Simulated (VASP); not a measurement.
# Ir (Fm-3m) in VASP: notebook

Aim: see how the results for Ir move with the level of theory and the settings. Levels: PBE exchange alone, revPBE+U, PBEsol+D3(BJ). Tasks: single point.

Everything below comes from runs of VASP 6.6.1. Logs are shortened: lines on timing, memory, paths and dates and some standing lists are left out, and cuts for length are marked.

### Step 1. The cell of the first run

Symmetry: Fm-3m, No. 225, cubic system. The conventional cell has a = 3.882 Å, b = 3.882 Å, c = 3.882 Å, α = 90.00°, β = 90.00°, γ = 90.00°. Within 3.6 Å of Ir (site symmetry m-3m) lie 12 Ir at 2.74 Å.

### Step 2. Single point, PBE exchange alone

The input, INCAR:

```
SYSTEM = Ir
PREC = Accurate ; ENCUT = 520
EDIFF = 1E-7 ; ISMEAR = -5
SIGMA = 0.05 ; LREAL = .False.
LASPH = .True. ; NELM = 80
ALGO = Fast ; ISIF = 2
LWAVE = .False. ; LCHARG = .False.
GGA = PE ; ALDAC = 0.0
AGGAC = 0.0 ; NBANDS = 10
```

The input, KPOINTS:

```
Automatic mesh
0
Gamma
  12 12 12
  0 0 0
```

The input, POSCAR:

```
Ir
1.0
    0.0000000000      1.9408081540      1.9408081540
    1.9408081540      0.0000000000      1.9408081540
    1.9408081540      1.9408081540      0.0000000000
Ir
1
Direct
    0.0000000000      0.0000000000      0.0000000000
```

Potentials or basis: VASP PAW PBE potentials, release 64 (Ir).

Run with:

```
$ cat potpaw_PBE.64/Ir/POTCAR > POTCAR
$ mpirun -np 1 vasp_std > vasp.out
```

OUTCAR:

```text
SYSTEM = Ir
   PREC = Accurate
   ENCUT = 520
   EDIFF = 1E-7
   ISMEAR = -5
   LREAL = .False.
   LASPH = .True.
   NELM = 80
   ISIF = 2
   GGA = PE

 ion  position               nearest neighbor table
   1  0.000  0.000  0.000-

  LATTYP: Found a face centered cubic cell.
 ALAT       =     3.8816163080

  Lattice vectors:

 A1 = (   0.0000000000,   1.9408081540,   1.9408081540)
 A2 = (   1.9408081540,   0.0000000000,   1.9408081540)
 A3 = (   1.9408081540,   1.9408081540,   0.0000000000)

Analysis of symmetry for initial positions (statically):
=====================================================================
 Subroutine PRICEL returns:
 Original cell was already a primitive cell.

 Routine SETGRP: Setting up the symmetry group for a
 face centered cubic supercell.

 Subroutine GETGRP returns: Found 48 space group operations
 (whereof 48 operations were pure point group operations)
 out of a pool of 48 trial point group operations.

The static configuration has the point symmetry O_h .

Analysis of symmetry for dynamics (positions and initial velocities):
=====================================================================
 Subroutine PRICEL returns:
 Original cell was already a primitive cell.

 Routine SETGRP: Setting up the symmetry group for a
 face centered cubic supercell.

 Subroutine GETGRP returns: Found 48 space group operations
 (whereof 48 operations were pure point group operations)
 out of a pool of 48 trial point group operations.

The dynamic configuration has the point symmetry O_h .

 Subroutine INISYM returns: Found 48 space group operations
 (whereof 48 operations are pure point group operations),
 and found     1 'primitive' translations

----------------------------------------------------------------------------------------

                                     Primitive cell

  volume of cell :      14.6210

  direct lattice vectors                    reciprocal lattice vectors
     0.000000000  1.940808154  1.940808154    -0.257624639  0.257624639  0.257624639
     1.940808154  0.000000000  1.940808154     0.257624639 -0.257624639  0.257624639
     1.940808154  1.940808154  0.000000000     0.257624639  0.257624639 -0.257624639

  length of vectors
     2.744717213  2.744717213  2.744717213     0.446218964  0.446218964  0.446218964

  position of ions in fractional coordinates (direct lattice)
     0.000000000  0.000000000  0.000000000

  ion indices of the primitive-cell ions
[... 75 lines left out ...]
   NELM   =     80;   NELMIN=  2; NELMDL= -5     # of ELM steps
   EDIFF  = 0.1E-06   stopping-criterion for ELM
   LREAL  =      F    real-space projection
   EDIFFG = 0.1E-05   stopping-criterion for IOM
   NSW    =      0    number of steps for IOM
   IBRION =     -1    ionic relax: 0-MD 1-quasi-New 2-CG
   NFREE  =      0    steps in history (QN), initial steepest desc. (CG)
   ISIF   =      2    stress and relaxation
   ISYM   =      2    0-nonsym 1-usesym 2-fastsym
   POTIM  = 0.5000    time-step for ionic-motion
   TEBEG  =    0.0;   TEEND  =   0.0 temperature during run
   PSTRESS=    0.0 pullay stress
   NELECT =       9.0000    total number of electrons
   NUPDOWN=      -1.0000    fix difference up-down
   EMIN   =  10.00;   EMAX   =-10.00  energy-range for DOS
   EFERMI =   0.00;   METHOD = LEGACY
   ISMEAR =    -5;   SIGMA  =   0.05  broadening in eV -4-tet -1-fermi 0-gaus
   EFERMI_NEDOS =   21; number of points for ismear=-14 and -15
   IALGO  =     68    algorithm
   IMIX   =      4    mixing-type and parameters
     AMIX     =   0.40;   BMIX     =  1.00
     AMIX_MAG =   1.60;   BMIX_MAG =  1.00
  volume/ion in A,a.u.               =      14.62        98.67
  Fermi-wavevector in a.u.,A,eV,Ry     =   1.392611  2.631653 26.386657  1.939365
  Thomas-Fermi vector in A             =   2.516337
   LORBIT       =      0    0 simple, 1 ext, 2 COOP (PROOUT), +10 PAW based schemes
   GGA     = PE    functional components
   LHFCALC =     F    Hartree Fock is set to
   AEXX    =    0.0000 exact exchange contribution
   IVDW    =     0    specifies the selected vdW correction
   LEPSILON=     F    determine dielectric tensor
   LRPA    =     F    only Hartree local field effects (RPA)
 non-spin polarized calculation
 RMM-DIIS sequential band-by-band and
 Fermi weights with tetrahedron method with Bloechl corrections
  energy-cutoff  :      520.00
  volume of cell :       14.62
 maximum number of plane-waves:       411
   NGX = 11   NGY = 11   NGZ = 11

 number of electron       9.0000000 magnetization

 Free energy of the ion-electron system (eV)
  ---------------------------------------------------
  ext. energy  EPLUGINS =         0.00000000
  ---------------------------------------------------
  free energy    TOTEN  =        -6.09549966 eV

  energy without entropy =       -6.09549966  energy(sigma->0) =       -6.09549966

 E-fermi :  11.6142     XC(G=0): -11.9368

 val. band max:       11.9847671027   @ k =   0.4167   0.4167   0.0000
 cond. band min:      11.4114640547   @ k =   0.3333   0.0000   0.0000
 fundamental gap:     -0.5733030480
 Fermi energy:        11.6142021829

 k-point     1 :       0.0000    0.0000    0.0000
  band No.  band energies     occupation
      1       0.9938      2.00000
      2       7.9415      2.00000
      3       7.9415      2.00000
      4       7.9415      2.00000
      5      10.4707      2.00000
      6      10.4707      2.00000
      7      26.2676      0.00000
      8      31.5473      0.00000
      9      31.5473      0.00000
     10      31.5473      0.00000
[... 287 lines left out ...]
 k-point    24 :      -0.4167    0.1667    0.0000
  band No.  band energies     occupation
      1       4.8428      2.00000
      2       7.1577      2.00000
      3       8.6316      2.00000
      4       8.8957      2.00000
      5      12.0556     -0.01302
      6      15.3754      0.00000
      7      18.6111      0.00000
      8      27.0317      0.00000
      9      29.0670      0.00000
     10      30.9284      0.00000

 [... further k-points ...]
[... 5 lines left out ...]
  --------------------------------------------------------------------------------------
  -------------------------------------------------------------------------------------
  Total        2.9129423      2.9129423      2.9129423     -0.0000000     -0.0000000     -0.0000000
  in kB      319.2012985    319.2012985    319.2012985     -0.0000000     -0.0000000     -0.0000000
  external PRESSURE =     319.2012985 kB  Pullay stress =       0.0000000 kB

 VOLUME and BASIS-vectors are now :
 -----------------------------------------------------------------------------
  energy-cutoff  :      520.00
  volume of cell :       14.62
      direct lattice vectors                 reciprocal lattice vectors
     0.000000000  1.940808154  1.940808154    -0.257624639  0.257624639  0.257624639
     1.940808154  0.000000000  1.940808154     0.257624639 -0.257624639  0.257624639
     1.940808154  1.940808154  0.000000000     0.257624639  0.257624639 -0.257624639

 POSITION                                       TOTAL-FORCE (eV/Angst)
 -----------------------------------------------------------------------------------
      0.00000      0.00000      0.00000         0.000000      0.000000     -0.000000
 -----------------------------------------------------------------------------------
    total drift:                                0.000000     -0.000000     -0.000000

  FREE ENERGIE OF THE ION-ELECTRON SYSTEM (eV)
  ---------------------------------------------------
  free  energy   TOTEN  =        -6.0954996608 eV

  energy  without entropy=       -6.0954996608  energy(sigma->0) =       -6.09549966
```

OSZICAR:

```text
N       E                     dE             d eps       ncg     rms          rms(c)
DAV:   1     0.501986772240E+02    0.50199E+02   -0.43429E+03  1448   0.812E+02
DAV:   2    -0.565500760881E+01   -0.55854E+02   -0.53191E+02  1484   0.194E+02
DAV:   3    -0.661048903384E+01   -0.95548E+00   -0.95276E+00  1680   0.306E+01
DAV:   4    -0.661895164369E+01   -0.84626E-02   -0.84589E-02  1608   0.275E+00
DAV:   5    -0.661912711566E+01   -0.17547E-03   -0.17532E-03  1684   0.379E-01    0.141E+01
RMM:   6    -0.617105238989E+01    0.44807E+00   -0.39394E-01  1491   0.789E+00    0.530E+00
RMM:   7    -0.609866128552E+01    0.72391E-01   -0.16033E-01  1527   0.378E+00    0.130E+00
RMM:   8    -0.609882858593E+01   -0.16730E-03   -0.17862E-02  1760   0.162E+00    0.113E+00
RMM:   9    -0.609729555767E+01    0.15330E-02   -0.38557E-03  1808   0.574E-01    0.519E-01
RMM:  10    -0.609545015790E+01    0.18454E-02   -0.32061E-03  1530   0.821E-01    0.241E-01
RMM:  11    -0.609555142269E+01   -0.10126E-03   -0.28733E-04  1794   0.170E-01    0.212E-01
RMM:  12    -0.609556075537E+01   -0.93327E-05   -0.90629E-05  2013   0.733E-02    0.205E-01
RMM:  13    -0.609551811255E+01    0.42643E-04   -0.30041E-05  1574   0.606E-02    0.117E-01
RMM:  14    -0.609550468611E+01    0.13426E-04   -0.52379E-05  1682   0.704E-02    0.331E-02
RMM:  15    -0.609550067309E+01    0.40130E-05   -0.88696E-06  1740   0.346E-02    0.608E-02
RMM:  16    -0.609549962499E+01    0.10481E-05   -0.75131E-07  1614   0.764E-03    0.540E-02
RMM:  17    -0.609549966079E+01   -0.35804E-07   -0.10436E-07  1129   0.342E-03
   1 F= -.60954997E+01 E0= -.60954997E+01  d E =0.000000E+00
```

Wall time 14 s (1 thread of Intel Xeon 8259CL, shared host); peak memory 0.13 GiB.

Results:

| Item | Value |
| --- | --- |
| Free energy | -6.0955 eV |
| Pressure | 31.9 GPa |
| Band gap on the k mesh | zero (an odd number of electrons rules out a gap without spin polarisation) |

Levels at points of the mesh, in eV from the Fermi level:
| k point | band 2 | band 3 | band 4 | band 5 | band 6 | band 7 |
| --- | --- | --- | --- | --- | --- | --- |
| (0.00, 0.00, 0.00) | -3.67 | -3.67 | -3.67 | -1.14 | -1.14 | 14.65 |
| (0.50, 0.00, 0.00) | -3.77 | -3.77 | -0.42 | 0.86 | 0.86 | 6.95 |
| (0.50, 0.50, 0.00) | -6.93 | 0.81 | 1.41 | 1.41 | 1.92 | 10.06 |

Caveat: the cell stands under pressure; spin-orbit coupling is left out, which moves the levels of the heavy elements; tetrahedron occupations give inexact forces and stress in metals.

### Step 3. Single point, PBE exchange alone

This run uses another cell than the first one, of 14.90 Å³/atom.

The input, INCAR:

```
AGGAC = 0.0
ALDAC = 0.0
ALGO = Normal
EDIFF = 1E-6
ENCUT = 520
GGA = PE
ISIF = 2
ISMEAR = -5
LASPH = T
LCHARG = T
LELF = T
LREAL = F
LVHAR = T
LWAVE = F
NBANDS = 10
NELM = 100
PREC = Accurate
SIGMA = 0.05
```

The input, KPOINTS:

```
k-points
0
Gamma
  12 12 12
```

The input, POSCAR:

```
Ir
1.0
    0.0000000000      1.9531703226      1.9531703226
    1.9531703226      0.0000000000      1.9531703226
    1.9531703226      1.9531703226      0.0000000000
Ir
1
Direct
    0.0000000000      0.0000000000      0.0000000000
```

Potentials or basis: VASP PAW PBE potentials, release 64 (Ir).

Run with:

```
$ cat potpaw_PBE.64/Ir/POTCAR > POTCAR
$ mpirun -np 1 vasp_std > vasp.out
```

Run time: 16 s. Hardware: 1 thread of Intel Xeon 8259CL, shared host; peak memory 0.15 GiB.

Results (log left out):

```
Free energy            : -6.1462 eV
Pressure               : 25.2 GPa
Band gap on the k mesh : zero (an odd number of electrons rules out a gap without spin polarisation)
```

Levels at points of the mesh, in eV from the Fermi level:
```
           k point  band 2  band 3  band 4  band 5  band 6  band 7
(0.00, 0.00, 0.00)   -3.56   -3.56   -3.56   -1.11   -1.11   14.69
(0.50, 0.00, 0.00)   -3.66   -3.66   -0.36    0.83    0.83    6.76
(0.50, 0.50, 0.00)   -6.73    0.78    1.36    1.36    1.93    9.81
```

Caveat: the cell stands under pressure; spin-orbit coupling is left out, which moves the levels of the heavy elements; tetrahedron occupations give inexact forces and stress in metals.

### Step 4. Single point, revPBE+U

This run uses another cell than the first one, of 14.06 Å³/atom.

The input, INCAR:

```
SYSTEM = Ir
PREC = Accurate ; ENCUT = 520
EDIFF = 1E-6 ; ISMEAR = -1
SIGMA = 0.05 ; LREAL = .FALSE.
LASPH = .TRUE. ; NELM = 150
ALGO = Normal ; ISIF = 2
LWAVE = .FALSE. ; LCHARG = .FALSE.
LMAXMIX = 4 ; LDAU = .TRUE.
LDAUTYPE = 2 ; LDAUL = 2
LDAUU = 5.3 ; LDAUJ = 0
LDAUPRINT = 1 ; GGA = RE
NBANDS = 10
```

The input, KPOINTS:

```
Automatic mesh
0
G
  12 12 12
  0 0 0
```

The input, POSCAR:

```
Ir
1.0
    0.0000000000      1.9156000000      1.9156000000
    1.9156000000      0.0000000000      1.9156000000
    1.9156000000      1.9156000000      0.0000000000
Ir
1
Direct
    0.0000000000      0.0000000000      0.0000000000
```

Run with:

```
$ cat potpaw_PBE.64/Ir/POTCAR > POTCAR
$ mpirun -np 1 vasp_std > vasp.out
```

Run time: 18 s. Hardware: 1 thread of Intel Xeon 8259CL, shared host; peak memory 0.13 GiB.

Results (log left out):

```
Free energy            : -3.1414 eV
Pressure               : -6.5 GPa
Band gap on the k mesh : zero (an odd number of electrons rules out a gap without spin polarisation)
```

Levels at points of the mesh, in eV from the Fermi level:
| k point | band 1 | band 2 | band 3 | band 4 | band 5 | band 6 | band 7 | band 8 |
| --- | --- | --- | --- | --- | --- | --- | --- | --- |
| (0.00, 0.00, 0.00) | -9.83 | -3.49 | -3.49 | -3.49 | -1.88 | -1.88 | 15.62 | 21.32 |
| (0.50, 0.00, 0.00) | -7.46 | -4.30 | -4.30 | 0.58 | 0.97 | 0.97 | 8.21 | 15.22 |
| (0.50, 0.50, 0.00) | -8.38 | -6.98 | 0.23 | 1.93 | 1.93 | 3.03 | 11.03 | 13.10 |

Eigenvalues of the final occupation matrices:
| site | spin | trace | eigenvalues |
| --- | --- | --- | --- |
| site 1 d | 1 | 3.78 | 0.67 0.67 0.67 0.88 0.88 |
| site 1 d | 2 | 3.78 | 0.67 0.67 0.67 0.88 0.88 |

Caveat: the cell stands under tension; the PAW data sets were made with another functional, which shifts forces and pressure a little; spin-orbit coupling is left out, which moves the levels of the heavy elements; U without spin polarisation on a metal has little footing; the U is typed as a test and isn't derived for this compound.

### Step 5. Single point, PBEsol+D3(BJ), non-collinear spin, typed start, spin-orbit coupling

This run uses another cell than the first one, of 14.06 Å³/atom.

The input, INCAR:

```
ALGO = Fast ; EDIFF = 1E-7
ENCUT = 520 ; GGA = PS
GGA_COMPAT = F ; ISIF = 2
ISMEAR = -1 ; IVDW = 12
LASPH = T ; LCHARG = T
LMAXMIX = 4 ; LORBIT = 11
LORBMOM = T ; LREAL = F
LSORBIT = T ; LVHAR = T
LWAVE = F ; MAGMOM = 0.424 0.424 0
NBANDS = 20 ; NELM = 150
PREC = Accurate ; SIGMA = 0.01
```

The input, KPOINTS:

```
k-points
0
Gamma
  12 12 12
```

POSCAR is that of step 4.

Run with:

```
$ cat potpaw_PBE.64/Ir/POTCAR > POTCAR
$ mpirun -np 1 vasp_ncl > vasp.out
```

It took 8.5 min on 1 thread of Intel Xeon 8259CL, shared host; peak memory 0.32 GiB.

It converged, with:

* Free energy: -10.9427 eV
* Pressure: -7.0 GPa
* Net moment: 0.00 μB per cell
* Valence electrons inside the program's atomic spheres: Ir 8.41
* Dispersion energy per atom: -0.719 eV

Moments on the atoms (μB; x, y, z):
```
Ir  0.00 0.00 0.00
```

Caveat: the cell stands under tension; the PAW data sets were made with another functional, which shifts forces and pressure a little.

### Step 6. Overview

```tsv
level	spin	U	cell	smearing	gap on the mesh (eV)	pressure (GPa)
PBE exchange alone	off	-	a = 2.745 Å, angles 60.0°, 1 atom	tetrahedron	none	31.9
PBE exchange alone	off	-	a = 2.762 Å, angles 60.0°, 1 atom	tetrahedron	none	25.2
revPBE+U	off	Ir d U = 5.3 eV	a = 2.709 Å, angles 60.0°, 1 atom	fermi-dirac 0.05 eV	none	-6.5
PBEsol+D3(BJ)	non-collinear, typed start, SOC	-	a = 2.709 Å, angles 60.0°, 1 atom	fermi-dirac 0.01 eV	-	-7.0
```

Alike in all rows: task single point; potentials or basis VASP PAW PBE potentials, release 64 (Ir); k mesh 12 × 12 × 12; cutoff (eV) 520.

Caveats: spin-orbit coupling is left out, which moves the levels of the heavy elements (at least some runs); the cell stands under pressure (at least some runs); tetrahedron occupations give inexact forces and stress in metals (at least some runs); the cell stands under tension (at least some runs); the PAW data sets were made with another functional, which shifts forces and pressure a little (at least some runs); U without spin polarisation on a metal has little footing (at least some runs); the U is typed as a test and isn't derived for this compound (at least some runs).

Total energies depend on the potentials used, so only differences within one code and one set of settings carry meaning.
